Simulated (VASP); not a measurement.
# Au (P-1) in VASP: settings compared

Aim: see how the results for Au move with the level of theory and the settings. Levels: r2SCAN, PBEsol. Tasks: single point.

All numbers are computed with VASP 6.6.1; they aren't measurements. Logs are shortened: lines on timing, memory, paths and dates and some standing lists are left out, and cuts for length are marked.

**1. The cell of the first run**

The typed cell holds 2 atoms: a = 2.815 Å, b = 2.820 Å, c = 5.191 Å, α = 103.14°, β = 102.66°, γ = 90.26°.

**2. Single point, r2SCAN**

Contents of POSCAR:

```
Au
1.0
    2.8154890579      0.0000000000      0.0000000000
   -0.0129553469      2.8201795887      0.0000000000
   -1.1378916452     -1.1854109603      4.9240140333
Au
2
Direct
    0.6728620000      0.6659620000      0.2740550000
    0.3271380000      0.3340380000      0.7259450000
```

Contents of INCAR.step1:

```
SYSTEM = Au
ALGO = Normal
EDIFF = 1E-4
ENCUT = 520
GGA = PE
ISMEAR = -1
LASPH = .TRUE.
LCHARG = .FALSE.
LREAL = .FALSE.
LWAVE = .TRUE.
NBANDS = 18
NELM = 80
PREC = Accurate
SIGMA = 0.05
```

Contents of INCAR.step2:

```
SYSTEM = Au
ALGO = Normal
EDIFF = 1E-6
ENCUT = 520
ISIF = 2
ISMEAR = -1
ISTART = 1
LASPH = .TRUE.
LCHARG = .FALSE.
LMIXTAU = .TRUE.
LREAL = .FALSE.
LWAVE = .FALSE.
METAGGA = R2SCAN
NBANDS = 18
NELM = 80
PREC = Accurate
SIGMA = 0.05
```

Contents of KPOINTS:

```
k-points
0
G
  6 6 3
  0 0 0
```

Potentials or basis: VASP PAW PBE potentials, release 64 (Au).

The run is started by

```
cat potpaw_PBE.64/Au/POTCAR > POTCAR
cp INCAR.step1 INCAR
mpirun -np 1 vasp_std > vasp.out
cp INCAR.step2 INCAR
mpirun -np 1 vasp_std > vasp.out
```

OUTCAR:

```text
SYSTEM = Au
   EDIFF = 1E-6
   ENCUT = 520
   ISIF = 2
   ISMEAR = -1
   ISTART = 1
   LASPH = .TRUE.
   LREAL = .FALSE.
   METAGGA = R2SCAN
   NELM = 80
   PREC = Accurate

 ion  position               nearest neighbor table
   1  0.673  0.666  0.274-   2 2.74   2 2.92   2 2.98   2 3.00   2 3.05
   2  0.327  0.334  0.726-   1 2.74   1 2.92   1 2.98   1 3.00   1 3.05

  LATTYP: Found a triclinic cell.
 ALAT       =     2.8154890579
 B/A-ratio  =     1.4186468224
 C/A-ratio  =     2.8424930260
 COS(alpha) =     0.0022337933
 COS(beta)  =     0.5581870929
 COS(gamma) =     0.7081406305

  Lattice vectors:

 A1 = (  -2.8154890579,   0.0000000000,   0.0000000000)
 A2 = (  -2.8284444048,   2.8201795887,   0.0000000000)
 A3 = (  -4.4671757768,  -4.4549482171,  -4.9240140333)

Analysis of symmetry for initial positions (statically):
=====================================================================
 Subroutine PRICEL returns:
 Original cell was already a primitive cell.

 Routine SETGRP: Setting up the symmetry group for a
 triclinic supercell.

 Subroutine GETGRP returns: Found  2 space group operations
 (whereof  2 operations were pure point group operations)
 out of a pool of  2 trial point group operations.

The static configuration has the point symmetry S_2 .

Analysis of symmetry for dynamics (positions and initial velocities):
=====================================================================
 Subroutine PRICEL returns:
 Original cell was already a primitive cell.

 Routine SETGRP: Setting up the symmetry group for a
 triclinic supercell.

 Subroutine GETGRP returns: Found  2 space group operations
 (whereof  2 operations were pure point group operations)
 out of a pool of  2 trial point group operations.

The dynamic configuration has the point symmetry S_2 .

 Subroutine INISYM returns: Found  2 space group operations
 (whereof  2 operations are pure point group operations),
 and found     1 'primitive' translations

----------------------------------------------------------------------------------------

                                     Primitive cell

  volume of cell :      39.0976

  direct lattice vectors                    reciprocal lattice vectors
     2.815489058  0.000000000  0.000000000     0.355178081  0.001631618  0.082470989
    -0.012955347  2.820179589  0.000000000     0.000000000  0.354587348  0.085363633
    -1.137891645 -1.185410960  4.924014033     0.000000000  0.000000000  0.203086342

  length of vectors
     2.815489058  2.820209346  5.190945072     0.364630766  0.364717887  0.203086342

  position of ions in fractional coordinates (direct lattice)
     0.672862000  0.665962000  0.274055000
     0.327138000  0.334038000  0.725945000

  ion indices of the primitive-cell ions
   primitive index   ion index
                 1           1
                 2           2

----------------------------------------------------------------------------------------

 KPOINTS: k-points

Automatic generation of k-mesh.
 Grid dimensions read from file:
 generate k-points for:    6    6    3

 Generating k-lattice:

  Cartesian coordinates                     Fractional coordinates (reciprocal lattice)
     0.059196347  0.000271936  0.013745165     0.166666667  0.000000000  0.000000000
     0.000000000  0.059097891  0.014227272     0.000000000  0.166666667  0.000000000
     0.000000000  0.000000000  0.067695447     0.000000000  0.000000000  0.333333333

  Length of vectors
     0.060771794  0.060786314  0.067695447

  Shift w.r.t. Gamma in fractional coordinates (k-lattice)
     0.000000000  0.000000000  0.000000000

 Subroutine IBZKPT returns following result:
 ===========================================

 Found     56 irreducible k-points:

 Following reciprocal coordinates:
            Coordinates               Weight
  0.000000  0.000000  0.000000      1.000000
  0.166667  0.000000  0.000000      2.000000
  0.333333  0.000000  0.000000      2.000000
  0.500000  0.000000  0.000000      1.000000
  0.000000  0.166667  0.000000      2.000000
  0.166667  0.166667  0.000000      2.000000
[... 16 lines left out ...]
  0.333333  0.000000  0.333333      2.000000
  0.500000  0.000000  0.333333      2.000000
 [... further k-points ...]
   k-points           NKPTS =     56   k-points in BZ     NKDIM =     56   number of bands    NBANDS=     18
   number of dos      NEDOS =    301   number of ions     NIONS =      2
   total plane-waves  NPLWV =  23040
   dimension x,y,z NGX =    24 NGY =   24 NGZ =   40
   dimension x,y,z NGXF=    48 NGYF=   48 NGZF=   80
   ions per type =               2
   NGX,Y,Z   is equivalent  to a cutoff of  14.17, 14.15, 12.81 a.u.
   NGXF,Y,Z  is equivalent  to a cutoff of  28.34, 28.30, 25.62 a.u.
 SYSTEM =  Au
   PREC   = accura    normal or accurate (medium, high low for compatibility)
   ISTART =      1    job   : 0-new  1-cont  2-samecut
   ICHARG =      0    charge: 1-file 2-atom 10-const
   ISPIN  =      1    spin polarized calculation?
   LNONCOLLINEAR =      F non collinear calculations
   LSORBIT =      F    spin-orbit coupling
   LASPH  =      T    aspherical Exc in radial PAW
   ENCUT  =  520.0 eV  38.22 Ry    6.18 a.u.   5.23  5.24  9.65*2*pi/ulx,y,z
   NELM   =     80;   NELMIN=  2; NELMDL=  0     # of ELM steps
   EDIFF  = 0.1E-05   stopping-criterion for ELM
   LREAL  =      F    real-space projection
   EDIFFG = 0.1E-04   stopping-criterion for IOM
   NSW    =      0    number of steps for IOM
   IBRION =     -1    ionic relax: 0-MD 1-quasi-New 2-CG
   NFREE  =      0    steps in history (QN), initial steepest desc. (CG)
   ISIF   =      2    stress and relaxation
   ISYM   =      2    0-nonsym 1-usesym 2-fastsym
   POTIM  = 0.5000    time-step for ionic-motion
   TEBEG  =    0.0;   TEEND  =   0.0 temperature during run
   PSTRESS=    0.0 pullay stress
   NELECT =      22.0000    total number of electrons
   NUPDOWN=      -1.0000    fix difference up-down
   EMIN   =  10.00;   EMAX   =-10.00  energy-range for DOS
   EFERMI =   0.00;   METHOD = LEGACY
   ISMEAR =    -1;   SIGMA  =   0.05  broadening in eV -4-tet -1-fermi 0-gaus
   EFERMI_NEDOS =   21; number of points for ismear=-14 and -15
   IALGO  =     38    algorithm
   IMIX   =      4    mixing-type and parameters
     AMIX     =   0.40;   BMIX     =  1.00
     AMIX_MAG =   1.60;   BMIX_MAG =  1.00
  volume/ion in A,a.u.               =      19.55       131.92
  Fermi-wavevector in a.u.,A,eV,Ry     =   1.351551  2.554061 24.853627  1.826690
  Thomas-Fermi vector in A             =   2.478963
   LORBIT       =      0    0 simple, 1 ext, 2 COOP (PROOUT), +10 PAW based schemes
   METAGGA = R2SCAN    functional components
   LHFCALC =     F    Hartree Fock is set to
   AEXX    =    0.0000 exact exchange contribution
   IVDW    =     0    specifies the selected vdW correction
   LEPSILON=     F    determine dielectric tensor
   LRPA    =     F    only Hartree local field effects (RPA)
 non-spin polarized calculation
  energy-cutoff  :      520.00
  volume of cell :       39.10
 maximum number of plane-waves:      1064
 NGX is ok and might be reduce to    24
   NGX = 11   NGY = 11   NGZ = 19

 number of electron      22.0000000 magnetization

 Free energy of the ion-electron system (eV)
  ---------------------------------------------------
  ext. energy  EPLUGINS =         0.00000000
  ---------------------------------------------------
  free energy    TOTEN  =      -101.05311126 eV

  energy without entropy =     -101.05235427  energy(sigma->0) =     -101.05273276

 E-fermi :   7.3630     XC(G=0): -12.6105

 val. band max:        7.2575532458   @ k =   0.0000   0.0000   0.0000
 cond. band min:       7.4821559846   @ k =   0.0000   0.5000   0.0000
 fundamental gap:      0.2246027388
 Fermi energy:         7.3629756859

 k-point     1 :       0.0000    0.0000    0.0000
  band No.  band energies     occupation
      1      -1.5989      2.00000
      2       0.8051      2.00000
      3       1.0518      2.00000
      4       1.5811      2.00000
      5       2.1653      2.00000
      6       3.9422      2.00000
[... 10 lines left out ...]
     17      23.5006      0.00000
     18      25.5276      0.00000

 k-point     2 :       0.1667    0.0000    0.0000
  band No.  band energies     occupation
      1      -0.9305      2.00000
      2       1.0568      2.00000
      3       1.6074      2.00000
      4       1.8733      2.00000
      5       2.4837      2.00000
      6       3.3400      2.00000
[... 10 lines left out ...]
     17      24.3900      0.00000
     18      25.2975      0.00000

 k-point     3 :       0.3333    0.0000    0.0000
  band No.  band energies     occupation
      1       0.4064      2.00000
      2       1.2375      2.00000
      3       2.0069      2.00000
      4       2.2963      2.00000
      5       2.8744      2.00000
      6       3.4485      2.00000
[... 10 lines left out ...]
     17      24.3961      0.00000
     18      24.7297      0.00000

 k-point     4 :       0.5000    0.0000    0.0000
  band No.  band energies     occupation
      1       1.0316      2.00000
      2       1.0506      2.00000
      3       2.0051      2.00000
      4       2.1559      2.00000
      5       3.1861      2.00000
      6       3.3791      2.00000
[... 375 lines left out ...]
      4       1.9161      2.00000
      5       2.2616      2.00000
      6       3.4059      2.00000
[... 10 lines left out ...]
     17      23.1553      0.00000
     18      23.4520      0.00000

 k-point    23 :       0.3333    0.0000    0.3333
  band No.  band energies     occupation
      1       0.8242      2.00000
      2       0.8965      2.00000
      3       1.5341      2.00000
      4       2.5927      2.00000
      5       2.9661      2.00000
      6       3.4829      2.00000
[... 10 lines left out ...]
     17      22.3876      0.00000
     18      23.7158      0.00000

 k-point    24 :       0.5000    0.0000    0.3333
  band No.  band energies     occupation
      1       0.5937      2.00000
      2       1.0888      2.00000
      3       1.8056      2.00000
      4       2.1578      2.00000
      5       3.3965      2.00000
      6       3.4863      2.00000
[... 10 lines left out ...]
     17      23.0490      0.00000
     18      24.7335      0.00000

 [... further k-points ...]

------------------------ aborting loop because EDIFF is reached ----------------------------------------

  FORCE on cell =-STRESS in cart. coord.  units (eV):
  Direction    XX          YY          ZZ          XY          YZ          ZX
  --------------------------------------------------------------------------------------
  -------------------------------------------------------------------------------------
  Total       -1.5343731     -1.5915629     -0.5063622      0.0047952      0.1215379      0.1294328
  in kB      -62.8769792    -65.2205562    -20.7501830      0.1965028      4.9804928      5.3040166
  external PRESSURE =     -49.6159061 kB  Pullay stress =       0.0000000 kB

 VOLUME and BASIS-vectors are now :
 -----------------------------------------------------------------------------
  energy-cutoff  :      520.00
  volume of cell :       39.10
      direct lattice vectors                 reciprocal lattice vectors
     2.815489058  0.000000000  0.000000000     0.355178081  0.001631618  0.082470989
    -0.012955347  2.820179589  0.000000000     0.000000000  0.354587348  0.085363633
    -1.137891645 -1.185410960  4.924014033     0.000000000  0.000000000  0.203086342

 POSITION                                       TOTAL-FORCE (eV/Angst)
 -----------------------------------------------------------------------------------
      1.57396      1.55326      1.34945         0.010658      0.008065     -0.008331
      0.09068      0.08150      3.57456        -0.010658     -0.008065      0.008331
 -----------------------------------------------------------------------------------
    total drift:                                0.000000     -0.000000      0.000000

  FREE ENERGIE OF THE ION-ELECTRON SYSTEM (eV)
  ---------------------------------------------------
  free  energy   TOTEN  =      -101.0531112569 eV

  energy  without entropy=     -101.0523542662  energy(sigma->0) =     -101.05273276
```

Run time: 75 s. Hardware: 1 thread of Intel Xeon Platinum 8488C (Sapphire Rapids), shared host; peak memory 0.18 GiB.

Results:

* Free energy: -101.0531 eV
* Pressure: -5.0 GPa
* Largest force: 0.016 eV/Å
* Band gap on the k mesh: zero (band 11 reaches 10.65 eV, above the bottom of band 12 at 5.18 eV)

Forces on the atoms (eV/Å):
```
Au   0.011  0.008 -0.008
Au  -0.011 -0.008  0.008
```

Caveat: the k points lie up to 0.43 Å⁻¹ apart; the PAW data sets were made with another functional, which shifts forces and pressure a little; spin-orbit coupling is left out, which moves the levels of the heavy elements.

**3. Single point, PBEsol**

This run uses another cell than the first one, of 18.38 Å³/atom, 0.940 times its volume.

Contents of INCAR:

```
ALGO     = Fast           # electronic algorithm
EDIFF    = 1E-6           # SCF threshold, eV
ENCUT    = 520            # plane-wave cutoff, eV
GGA      = PS             # functional
ISIF     = 2              # what is computed and relaxed
ISMEAR   = -1             # smearing method
LASPH    = True           # aspherical terms in the spheres
LCHARG   = False          # write CHGCAR
LREAL    = False          # projectors in reciprocal space
LWAVE    = False          # write WAVECAR
NBANDS   = 18             # bands
NELM     = 80             # most SCF steps
PREC     = Accurate       # precision mode
SIGMA    = 0.05           # smearing width, eV
```

Contents of KPOINTS:

```
k-points
0
Gamma
  10 10 6
```

Contents of POSCAR:

```
Au
1.0
    2.7580139704      0.0000000000      0.0000000000
   -0.0126908779      2.7626087492      0.0000000000
   -1.1146628489     -1.1612121098      4.8234957461
Au
2
Direct
    0.6728620000      0.6659620000      0.2740550000
    0.3271380000      0.3340380000      0.7259450000
```

Potentials or basis: VASP PAW PBE potentials, release 64 (Au).

The run is started by

```
cat potpaw_PBE.64/Au/POTCAR > POTCAR
mpirun -np 1 vasp_std > vasp.out
```

Run time: 1.9 min. Hardware: 1 thread of AMD EPYC 9R45 (Zen 5), shared host; peak memory 0.25 GiB.

The run converged. Its results:

```
Free energy            : -7.5644 eV
Pressure               : -0.4 GPa
Largest force          : 0.074 eV/Å
Band gap on the k mesh : zero (band 11 reaches 11.24 eV, above the bottom of band 12 at 6.29 eV)
```

Forces in eV/Å, atoms in the order of the input:
```
Au   0.041  0.038  0.049
Au  -0.041 -0.038 -0.049
```

Stress tensor (GPa, compression positive):
```
-1.05  0.29  1.31
 0.29 -1.44  1.03
 1.31  1.03  1.33
```

Levels at points of the mesh, in eV from the Fermi level:
| k point | band 7 | band 8 | band 9 | band 10 | band 11 | band 12 | band 13 | band 14 | band 15 | band 16 |
| --- | --- | --- | --- | --- | --- | --- | --- | --- | --- | --- |
| (0.00, 0.00, 0.00) | -2.96 | -2.36 | -2.29 | -2.01 | -1.59 | -0.25 | 3.01 | 14.36 | 14.53 | 15.87 |
| (0.50, 0.00, 0.00) | -3.46 | -3.13 | -2.35 | -1.79 | 0.54 | 1.29 | 2.83 | 5.89 | 10.05 | 11.99 |
| (0.00, 0.50, 0.00) | -3.42 | -3.07 | -2.32 | -1.84 | 0.48 | 1.30 | 2.67 | 5.85 | 10.00 | 12.23 |
| (0.50, 0.50, 0.00) | -2.24 | -1.32 | -0.70 | -0.68 | 2.62 | 4.79 | 6.47 | 6.82 | 7.78 | 9.18 |
| (0.00, 0.00, 0.50) | -3.61 | -3.16 | -1.95 | -1.70 | -1.58 | -1.53 | 9.65 | 11.97 | 12.67 | 12.84 |
| (0.50, 0.00, 0.50) | -2.69 | -2.47 | -2.15 | -2.02 | 0.04 | 1.20 | 1.92 | 5.31 | 10.16 | 14.99 |
| (0.00, 0.50, 0.50) | -2.79 | -2.51 | -2.18 | -2.00 | 0.08 | 1.28 | 1.85 | 5.34 | 10.15 | 14.72 |
| (0.50, 0.50, 0.50) | -2.39 | -1.63 | -0.71 | -0.67 | 3.00 | 5.40 | 6.03 | 6.81 | 7.63 | 8.78 |

Caveat: the PAW data sets were made with another functional, which shifts forces and pressure a little; spin-orbit coupling is left out, which moves the levels of the heavy elements.
